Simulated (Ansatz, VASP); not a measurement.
## One calculation of KInGaC6N6, two programs

```
K In Ga C N
1.0
     0.00000    5.50689    5.50689
     5.50689    0.00000    5.50689
     5.50689    5.50689    0.00000
K In Ga C N
1 1 1 6 6
Direct
  0.75000 0.75000 0.75000
  0.50000 0.50000 0.50000
  0.00000 0.00000 0.00000
  0.80739 0.19261 0.19261
  0.19261 0.19261 0.80739
  0.80739 0.19261 0.80739
  0.19261 0.80739 0.80739
  0.80739 0.80739 0.19261
  0.19261 0.80739 0.19261
  0.70064 0.29936 0.29936
  0.29936 0.29936 0.70064
  0.70064 0.29936 0.70064
  0.29936 0.70064 0.70064
  0.70064 0.70064 0.29936
  0.29936 0.70064 0.29936
```

Alike in both runs: functional PBE; k mesh 4 × 4 × 4; occupations gaussian, width 0.1 eV; no spin polarisation.

Ansatz relaxed the structure, and its values are those at the end. VASP's run is a single point on that final structure, the one shown.

|  | VASP | Ansatz |
| --- | --- | --- |
| version | VASP 6.6.1 | Ansatz 0.2.0 |
| potentials or method | VASP PAW PBE potentials, release 64 (K_sv, In_d, Ga_d, C, N), cutoff 520 eV | scalar-relativistic, plane waves, PAW |
| valence electrons in the cell | 89 | 89 |

```csv
,VASP,Ansatz,Ansatz less VASP
gap on the k mesh at the Fermi level (eV),none,none,-
pressure (GPa),0.5,0.2,-0.32
rms of the force components (eV/Å),0.192,0.006,-0.1859
```

A gap of «none» marks a metal or a gap that the smearing closes. One of these differences is far larger than is usual between the two programs; its cause wasn't traced. The functional is the same, so the differences come from potentials, cutoffs and numerics.

Noted on VASP's run: the standard files for N, O and F lose accuracy on very short bonds.
